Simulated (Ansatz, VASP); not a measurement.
**TiAl in VASP and in Ansatz**

Contents of POSCAR:

```
TiAl
1.0
    3.6699613079      0.0000000000      0.0000000000
    0.0000000000      3.6699613079      0.0000000000
    0.0000000000      0.0000000000      2.3854748501
Ti Al
1 1
Direct
    0.0000000000      0.0000000000      0.0000000000
    0.5000000000      0.5000000000      0.5000000000
```

Contents of INCAR.step1:

```
SYSTEM = TiAl
PREC = Accurate
ENCUT = 520
ISMEAR = 0
SIGMA = 0.15
LREAL = .FALSE.
LASPH = .TRUE.
NELM = 60
NBANDS = 14
GGA = PE
ALGO = Normal
EDIFF = 1E-4
LWAVE = .TRUE.
LCHARG = .FALSE.
```

The input INCAR.step2:

```
SYSTEM = TiAl
PREC = Accurate
ENCUT = 520
EDIFF = 1E-6
ISMEAR = 0
SIGMA = 0.15
LREAL = .FALSE.
LASPH = .TRUE.
NELM = 60
ALGO = Normal
ISIF = 2
LWAVE = .FALSE.
LCHARG = .FALSE.
METAGGA = R2SCAN
LMIXTAU = .TRUE.
NBANDS = 14
ISTART = 1
```

Contents of KPOINTS:

```
regular mesh
0
G
  16 16 16
  0 0 0
```

Input for Ansatz:

```yaml
crystal:
  lattice:
    - [3.6699613079, 0.0, 0.0]
    - [0.0, 3.6699613079, 0.0]
    - [0.0, 0.0, 2.3854748501]
  atoms:
    - { symbol: Ti, position: [0.0, 0.0, 0.0] }
    - { symbol: Al, position: [0.5, 0.5, 0.5] }
basis:
  ecutwfc: 500
kpoints:
  mp_grid: { grid: [16, 16, 16] }
hamiltonian:
  xc: r2scan
scf:
  occupations: { method: gaussian, width: 0.15 }
output:
  forces: true
  stress: true
  eigenvalues: true
```

Alike in both runs: task single point; functional r2SCAN; k mesh 16 × 16 × 16; occupations gaussian, width 0.15 eV; no spin polarisation.

|  | VASP | Ansatz |
| --- | --- | --- |
| version | VASP 6.6.1 | Ansatz 0.2.0 |
| potentials or method | VASP PAW PBE potentials, release 64 (Ti_sv, Al), cutoff 520 eV | scalar-relativistic, plane waves, PAW |
| valence electrons in the cell | 15 | 15 |

|  | VASP | Ansatz | Ansatz less VASP |
| --- | --- | --- | --- |
| gap on the k mesh at the Fermi level (eV) | none | none | - |
| pressure (GPa) | 7.0 | 6.8 | -0.17 |
| traceless stress, the component that is largest in VASP (GPa) | 23.99 | 23.83 | -0.160 |

VASP's potentials were made for PBE, not for r2SCAN. A gap of «none» marks a metal or a gap that the smearing closes.
